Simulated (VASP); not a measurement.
## WSe2: single point with PBEsol

The system is WSe2, a slab with vacuum.

```
W Se
1.0
     3.27021    0.00000    0.00000
    -1.63511    2.83209    0.00000
     0.00000    0.00000   16.66114
W Se
1 2
Direct
  0.00000 0.00000 0.00000
  0.33333 0.66667 0.10040
  0.33333 0.66667 0.89960
```

```yaml
Program: VASP 6.6.1
Task: single point
Functional: PBEsol
Potentials_or_basis: VASP PAW PBE potentials, release 64 (W_sv, Se)
Cutoff: 520 eV
k_mesh: 9 × 9 × 2
Occupations: gaussian, width 0.05 eV
Spin: no spin polarisation
Dipole_correction: no
Further_INCAR_settings: ALGO = Normal; EDIFF = 1e-06; NBANDS = 20
```

```json
{
  "Largest force": "0.061 eV/Å",
  "Band gap on the k mesh": "1.69 eV, direct"
}
```

Forces in eV/Å, atoms in the order of the input:
```
W    0.000  0.000  0.000
Se   0.000  0.000  0.061
Se   0.000  0.000 -0.061
```

Levels at points of the mesh, in eV from the valence-band top:
| k point | band 9 | band 10 | band 11 | band 12 | band 13 | band 14 | band 15 | band 16 | band 17 | band 18 |
| --- | --- | --- | --- | --- | --- | --- | --- | --- | --- | --- |
| (0.00, 0.00, 0.00) | -2.34 | -2.25 | -1.18 | -1.18 | -0.41 | 3.06 | 3.06 | 3.26 | 3.26 | 4.36 |
| (0.00, 0.00, 0.50) | -2.34 | -2.25 | -1.18 | -1.18 | -0.41 | 3.06 | 3.06 | 3.26 | 3.26 | 4.45 |

Run time: 69 s on 1 thread of Intel(R) Xeon(R) Platinum 8488C (Sapphire Rapids), on a shared host, peak memory 0.27 GiB.

Caveat: the PAW data sets were made with another functional, which shifts forces and pressure a little; spin-orbit coupling is left out, which moves the levels of the heavy elements.
